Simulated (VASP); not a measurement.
A run of VASP 6.6.1 is set up as follows.

The input INCAR:

```
SYSTEM = Pt2Se3
PREC     = Accurate       ! precision mode
ENCUT    = 520            ! plane-wave cutoff, eV
EDIFF    = 1E-6           ! SCF threshold, eV
ISMEAR   = 0              ! smearing method
SIGMA    = 0.1            ! smearing width, eV
LREAL    = .FALSE.        ! projectors in reciprocal space
LASPH    = .TRUE.         ! aspherical terms in the spheres
NELM     = 100            ! most SCF steps
ALGO     = Fast           ! electronic algorithm
ISIF     = 2              ! what is computed and relaxed
LWAVE    = .FALSE.        ! write WAVECAR
LCHARG   = .FALSE.        ! write CHGCAR
GGA      = PE             ! functional
NBANDS   = 27             ! bands
```

Contents of KPOINTS:

```
regular mesh
0
G
  6 6 4
  0 0 0
```

POSCAR

```
Pt2Se3
1.0
    4.6401645582      0.0000000000      0.0000000000
   -2.3200822791      4.0185003852      0.0000000000
    0.0000000000      0.0000000000      5.6025707876
Pt Se
2 3
Direct
    0.3333333333      0.6666666667      0.1380000000
    0.6666666667      0.3333333333      0.8620000000
    0.0000000000      0.0000000000      0.0000000000
    0.3333333333      0.6666666667      0.6250000000
    0.6666666667      0.3333333333      0.3750000000
```

Potentials or basis: VASP PAW PBE potentials, release 64 (Pt, Se).

Run with:

```bash
$ cat potpaw_PBE.64/Pt/POTCAR potpaw_PBE.64/Se/POTCAR > POTCAR
$ mpirun -np 1 vasp_std > vasp.out
```

Question: Predict the pressure.

Answer: -6.4 GPa.

Question: Predict the largest force.

Answer: 0.796 eV/Å.

Stress tensor (GPa, compression positive):
```
-7.13  0.00  0.00
 0.00 -7.13  0.00
 0.00  0.00 -5.07
```

Caveat: the cell stands under tension.
